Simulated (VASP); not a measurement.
Crystal: Si2Mo.

```
Mo Si
1.0
     4.58547    0.00000    0.00000
    -2.29274    3.97113    0.00000
     0.00000    0.00000    6.57976
Mo Si
3 6
Direct
  0.50000 0.50000 0.83333
  0.00000 0.50000 0.16667
  0.50000 0.00000 0.50000
  0.16387 0.32775 0.50000
  0.67225 0.83613 0.16667
  0.83613 0.16387 0.83333
  0.83613 0.67225 0.50000
  0.32775 0.16387 0.16667
  0.16387 0.83613 0.83333
```

| Property | Result |
| --- | --- |
| Program | VASP 6.6.1 |
| Task | relaxation of cell and atoms |
| Functional | LDA |
| Potentials or basis | VASP PAW LDA potentials, release 64 (Mo_sv, Si) |
| Cutoff | 600 eV |
| k mesh | 5 × 5 × 3 |
| Occupations | fermi-dirac, width 0.05 eV |
| Spin | no spin polarisation |

At the start: pressure -4.4 GPa; volume 13.31 Å³/atom.

**Question.** How do energy, volume and symmetry change on relaxing?

**Answer.** Over 5 steps the energy falls by 3.7 meV/atom and the volume is 13.05 Å³/atom (-2.0 %); space group P6_222 (No. 180, to 0.1 Å) before and after.

Step by step:
```
step  energy change (eV)  largest force (eV/Å)  pressure (GPa)  volume (Å³)
   1              0.0000                0.0548           -4.38       119.81
   2              0.0621                0.0171            8.18       113.61
   3             -0.0334                0.0299           -0.04       117.46
   4             -0.0334                0.0293            0.03       117.41
   5             -0.0335                0.0091            0.05       117.42
```

Final structure:
```
CELL_PARAMETERS angstrom
4.55547 0.00000 0.00000
-2.27774 3.94515 0.00000
0.00000 0.00000 6.53332
ATOMIC_POSITIONS crystal
Mo 0.50000 0.50000 0.83333
Mo 0.00000 0.50000 0.16667
Mo 0.50000 0.00000 0.50000
Si 0.16416 0.32831 0.50000
Si 0.67169 0.83584 0.16667
Si 0.83584 0.16416 0.83333
Si 0.83584 0.67169 0.50000
Si 0.32831 0.16416 0.16667
Si 0.16416 0.83584 0.83333
```
